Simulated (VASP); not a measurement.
# TiO2 (I4_1/amd) in VASP: further runs, part 2 of 2

VASP 6.6.1.

### 3 Electric field gradients, PBE (zz strain of -3 %)

Contents of INCAR:

```
ALGO = Normal
EDIFF = 1E-8
ENCUT = 520
GGA = PE
GGA_COMPAT = False
ISIF = 2
ISMEAR = -1
LASPH = True
LCHARG = False
LEFG = True
LREAL = False
LWAVE = False
NBANDS = 33
NELM = 120
PREC = Accurate
SIGMA = 0.08
```

Contents of KPOINTS:

```
k-points
0
Gamma
  13 13 13
```

Contents of POSCAR:

```
TiO2
1.0
   -1.8925000000      1.8925000000      4.6142900000
    1.8925000000     -1.8925000000      4.6142900000
    1.8925000000      1.8925000000     -4.6142900000
Ti O
2 4
Direct
    0.0000000000      0.0000000000      0.0000000000
    0.7500000000      0.2500000000      0.5000000000
    0.2066000000      0.2066000000      0.0000000000
    0.9566000000      0.4566000000      0.5000000000
    0.5434000000      0.0434000000      0.5000000000
    0.7934000000      0.7934000000      0.0000000000
```

Potentials or basis: VASP PAW PBE potentials, release 64 (Ti_sv, O).

Started as:

```bash
$ cat potpaw_PBE.64/Ti_sv/POTCAR potpaw_PBE.64/O/POTCAR > POTCAR
$ mpirun -np 1 vasp_std > vasp.out
```

OUTCAR:

```text
EDIFF = 1E-8
   ENCUT = 520
   GGA = PE
   ISIF = 2
   ISMEAR = -1
   LASPH = True
   LREAL = False
   NELM = 120
   PREC = Accurate

 ion  position               nearest neighbor table
   1  0.000  0.000  0.000-   3 1.91   6 1.91   4 1.93   5 1.93   5 1.93   4 1.93
   2  0.750  0.250  0.500-   4 1.91   5 1.91   6 1.93   3 1.93   6 1.93   3 1.93
   3  0.207  0.207  0.000-   1 1.91   2 1.93   2 1.93
   4  0.957  0.457  0.500-   2 1.91   1 1.93   1 1.93
   5  0.543  0.043  0.500-   2 1.91   1 1.93   1 1.93
   6  0.793  0.793  0.000-   1 1.91   2 1.93   2 1.93

  LATTYP: Found a body centered tetragonal cell.
 ALAT       =     3.7850000000
 C/A-ratio  =     2.4381981506

  Lattice vectors:

 A1 = (  -1.8925000000,   1.8925000000,   4.6142900000)
 A2 = (   1.8925000000,  -1.8925000000,   4.6142900000)
 A3 = (   1.8925000000,   1.8925000000,  -4.6142900000)

Analysis of symmetry for initial positions (statically):
=====================================================================
 Subroutine PRICEL returns:
 Original cell was already a primitive cell.

 Routine SETGRP: Setting up the symmetry group for a
 body centered tetragonal supercell.

 Subroutine GETGRP returns: Found 16 space group operations
 (whereof  8 operations were pure point group operations)
 out of a pool of 16 trial point group operations.

The static configuration has the point symmetry D_2d.
 The point group associated with its full space group is D_4h.

Analysis of symmetry for dynamics (positions and initial velocities):
=====================================================================
 Subroutine PRICEL returns:
 Original cell was already a primitive cell.

 Routine SETGRP: Setting up the symmetry group for a
 body centered tetragonal supercell.

 Subroutine GETGRP returns: Found 16 space group operations
 (whereof  8 operations were pure point group operations)
 out of a pool of 16 trial point group operations.

The dynamic configuration has the point symmetry D_2d.
 The point group associated with its full space group is D_4h.

 Subroutine INISYM returns: Found 16 space group operations
 (whereof  8 operations are pure point group operations),
 and found     1 'primitive' translations

----------------------------------------------------------------------------------------

                                     Primitive cell

  volume of cell :      66.1054

  direct lattice vectors                    reciprocal lattice vectors
    -1.892500000  1.892500000  4.614290000     0.000000000  0.264200793  0.108359032
     1.892500000 -1.892500000  4.614290000     0.264200793  0.000000000  0.108359032
     1.892500000  1.892500000 -4.614290000     0.264200793  0.264200793  0.000000000

  length of vectors
     5.334302645  5.334302645  5.334302645     0.285558643  0.285558643  0.373636344

  position of ions in fractional coordinates (direct lattice)
     0.000000000  0.000000000  0.000000000
[... 108 lines left out ...]
  Fermi-wavevector in a.u.,A,eV,Ry     =   1.471442  2.780621 29.458523  2.165140
  Thomas-Fermi vector in A             =   2.586577
   LORBIT       =      0    0 simple, 1 ext, 2 COOP (PROOUT), +10 PAW based schemes
   GGA     = PE    functional components
   LHFCALC =     F    Hartree Fock is set to
   AEXX    =    0.0000 exact exchange contribution
   IVDW    =     0    specifies the selected vdW correction
   LEPSILON=     F    determine dielectric tensor
   LRPA    =     F    only Hartree local field effects (RPA)
 non-spin polarized calculation
  energy-cutoff  :      520.00
  volume of cell :       66.11
 maximum number of plane-waves:      1797
   NGX = 19   NGY = 19   NGZ = 19

 number of electron      47.9999995 magnetization

 Free energy of the ion-electron system (eV)
  ---------------------------------------------------
  ext. energy  EPLUGINS =         0.00000000
  ---------------------------------------------------
  free energy    TOTEN  =       -53.59263344 eV

  energy without entropy =      -53.59263335  energy(sigma->0) =      -53.59263339

 E-fermi :   4.7907     XC(G=0): -10.8783

 val. band max:        3.5901557569   @ k =  -0.4615   0.4615   0.0000
 cond. band min:       5.7833030883   @ k =   0.0000   0.0000   0.0000
 fundamental gap:      2.1931473314
 Fermi energy:         4.7907281793

 k-point     1 :       0.0000    0.0000    0.0000
  band No.  band energies     occupation
      1     -52.5922      2.00000
      2     -52.5140      2.00000
      3     -29.1541      2.00000
      4     -28.8372      2.00000
      5     -28.8372      2.00000
      6     -28.7442      2.00000
[... 853 lines left out ...]
     32      10.4637      0.00000
     33      10.7842      0.00000

 [... further k-points ...]

------------------------ aborting loop because EDIFF is reached ----------------------------------------

  FORCE on cell =-STRESS in cart. coord.  units (eV):
  Direction    XX          YY          ZZ          XY          YZ          ZX
  --------------------------------------------------------------------------------------
  -------------------------------------------------------------------------------------
  Total        4.1341509      4.1341509     10.4823964      0.0000000      0.0000000      0.0000000
  in kB      100.1982778    100.1982778    254.0589544      0.0000000      0.0000000      0.0000000
  external PRESSURE =     151.4851700 kB  Pullay stress =       0.0000000 kB

 VOLUME and BASIS-vectors are now :
 -----------------------------------------------------------------------------
  energy-cutoff  :      520.00
  volume of cell :       66.11
      direct lattice vectors                 reciprocal lattice vectors
    -1.892500000  1.892500000  4.614290000     0.000000000  0.264200793  0.108359032
     1.892500000 -1.892500000  4.614290000     0.264200793  0.000000000  0.108359032
     1.892500000  1.892500000 -4.614290000     0.264200793  0.264200793  0.000000000

 POSITION                                       TOTAL-FORCE (eV/Angst)
 -----------------------------------------------------------------------------------
      0.00000      0.00000      0.00000         0.000000      0.000000      0.000000
      0.00000      1.89250      2.30714         0.000000      0.000000      0.000000
      0.00000      0.00000      1.90662        -0.000000      0.000000      1.122303
      0.00000      1.89250      4.21377         0.000000     -0.000000      1.122303
      0.00000      1.89250      0.40052         0.000000     -0.000000     -1.122303
      0.00000      0.00000      7.32196        -0.000000      0.000000     -1.122303
 -----------------------------------------------------------------------------------
    total drift:                                0.000000      0.000000     -0.000000

  FREE ENERGIE OF THE ION-ELECTRON SYSTEM (eV)
  ---------------------------------------------------
  free  energy   TOTEN  =       -53.5926334380 eV

  energy  without entropy=      -53.5926333488  energy(sigma->0) =      -53.59263339

 Electric field gradients (V/A^2)
---------------------------------------------------------------------
 ion       V_xx      V_yy      V_zz      V_xy      V_xz      V_yz
---------------------------------------------------------------------
   1      16.178    16.178   -32.355     0.002     0.001     0.001
   2      16.178    16.178   -32.355     0.002     0.001     0.001
   3      -1.737    17.159   -15.421    -0.002    -0.002    -0.002
   4      17.159    -1.737   -15.421    -0.002    -0.002    -0.002
   5      -1.737    17.159   -15.421    -0.002    -0.002    -0.002
   6      17.159    -1.737   -15.421    -0.002    -0.002    -0.002
---------------------------------------------------------------------

 Electric field gradients after diagonalization (V/A^2)
 (convention: |V_zz| > |V_xx| > |V_yy|)
----------------------------------------------------------------------
 ion       V_xx      V_yy      V_zz     asymmetry (V_yy - V_xx)/ V_zz
----------------------------------------------------------------------
   1      16.179    16.176   -32.355       0.000
   2      16.179    16.176   -32.355       0.000
   3     -15.421    -1.737    17.159       0.797
   4     -15.421    -1.737    17.159       0.797
   5     -15.421    -1.737    17.159       0.797
   6     -15.421    -1.737    17.159       0.797
----------------------------------------------------------------------

           NMR quadrupolar parameters

 Cq : quadrupolar parameter    Cq=e*Q*V_zz/h
 eta: asymmetry parameters     (V_yy - V_xx)/ V_zz
 Q  : nuclear electric quadrupole moment in mb (millibarn)
----------------------------------------------------------------------
 ion       Cq(MHz)       eta       Q (mb)
----------------------------------------------------------------------
   1      -0.078       0.000       1.000
   2      -0.078       0.000       1.000
   3       0.041       0.797       1.000
   4       0.041       0.797       1.000
   5       0.041       0.797       1.000
   6       0.041       0.797       1.000
----------------------------------------------------------------------
```

stdout:

```text
POSCAR found type information on POSCAR TiO
 POSCAR found :  2 types and       6 ions
 scaLAPACK will be used
 LDA part: xc-table for (Slater+PW92), standard interpolation
 POSCAR, INCAR and KPOINTS ok, starting setup
 FFT: planning ... GRIDC
 FFT: planning ... GRID_SOFT
 FFT: planning ... GRID
 WAVECAR not read
 entering main loop
ion   1

ion   2

ion   3

ion   4

ion   5

ion   6
```

It took 25 min on 1 thread of Oxide Virtual Turin-like, shared host; peak memory 0.44 GiB.

What came out:

```yaml
Free_energy: -53.5926 eV
Pressure: 15.1 GPa
Largest_force: 1.122 eV/Å
Band_gap_on_the_k_mesh: 2.19 eV (least direct gap 2.47 eV)
Largest_electric_field_gradient_by_atom: Ti -32.4; O +17.2 V/Å²
```

Forces in eV/Å, atoms in the order of the input:
```
Ti   0.000  0.000  0.000
Ti   0.000  0.000  0.000
O    0.000  0.000  1.122
O    0.000  0.000  1.122
O    0.000  0.000 -1.122
O    0.000  0.000 -1.122
```

Levels at points of the mesh, in eV from the valence-band top:
| k point | band 20 | band 21 | band 22 | band 23 | band 24 | band 25 | band 26 | band 27 | band 28 | band 29 |
| --- | --- | --- | --- | --- | --- | --- | --- | --- | --- | --- |
| (0.00, 0.00, 0.00) | -0.62 | -0.55 | -0.55 | -0.46 | -0.46 | 2.19 | 3.07 | 4.28 | 4.28 | 4.28 |

Electric field gradients, principal values (V/Å²):
```
atom   least   middle  greatest (by size)
1 Ti  16.176   16.179             -32.355
2 Ti  16.176   16.179             -32.355
 3 O  -1.737  -15.421              17.159
 4 O  -1.737  -15.421              17.159
 5 O  -1.737  -15.421              17.159
 6 O  -1.737  -15.421              17.159
```

Caveat: the cell differs from its parent crystal (zz strain of -3 %); the stress differs along the axes, from 10 to 25 GPa; without QUAD_EFG the Cq values of the log hold for a quadrupole moment of 1 mb, not for the nuclei; forces of over 1 eV/Å act on the atoms, so gaps and moduli don't describe the material at rest. A k mesh can miss the band edges.
